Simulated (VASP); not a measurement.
Wanted: the native input for a VASP 6.6.1 run.

- Task: single point
- Functional: PBE
- Potentials or basis: VASP PAW PBE potentials, release 64 (Mg, Te)
- Cutoff: 600 eV
- k mesh: 3 × 3 × 3
- Occupations: gaussian, width 0.2 eV
- Spin: no spin polarisation
- Dipole correction: no
- Further INCAR settings: ALGO = Normal; EDIFF = 1e-06; NBANDS = 20

The structure of Mg7Te lies in POSCAR:

```
Mg7Te
1.0
    6.4019571106      0.0000000028      0.0000000000
   -3.2009785578      5.5442574903      0.0000000000
    0.0000000000      0.0000000000      5.2919588957
Mg Te
7 1
Direct
    0.1649080703      0.3298161406      0.0000000000
    0.1649080703      0.8350919297      0.0000000000
    0.6701838594      0.8350919297      0.0000000000
    1.0093111393      0.5046555696      0.5000000000
    0.4953444304      0.5046555696      0.5000000000
    0.4953444304     -0.0093111393      0.5000000000
    0.0000000000      0.0000000000      0.5000000000
    0.6666666667      0.3333333333      0.0000000000
```

The cell was built from a structure type or drawn by symmetry, and may not be a known phase.

The input as run:

INCAR

```
ALGO = Normal
EDIFF = 1E-6
ENCUT = 600
GGA = PE
GGA_COMPAT = False
ISIF = 2
ISMEAR = 0
LASPH = True
LCHARG = True
LELF = True
LREAL = False
LVHAR = True
LWAVE = False
NBANDS = 20
NELM = 120
PREC = Accurate
SIGMA = 0.2
```

KPOINTS

```
k-points
0
Gamma
  3 3 3
```

Potentials or basis: VASP PAW PBE potentials, release 64 (Mg, Te).

Launch:

```bash
$ cat potpaw_PBE.64/Mg/POTCAR potpaw_PBE.64/Te/POTCAR > POTCAR
$ mpirun -np 1 vasp_std > vasp.out
```

It gave:

```
Pressure               : -0.2 GPa
Largest force          : 0.048 eV/Å
Band gap on the k mesh : zero (bands 10 and 11 overlap by 0.71 eV)
```

Caveat: the k points lie up to 0.40 Å⁻¹ apart, too coarse for converged energies and pressures of a metal; semilocal functionals underestimate gaps, so a narrow gap can read as zero; spin-orbit coupling is left out, which moves the levels of the heavy elements.

Wall time 73 s on 1 thread of Intel Xeon 8259CL, with other jobs on the host, peak memory 0.33 GiB.
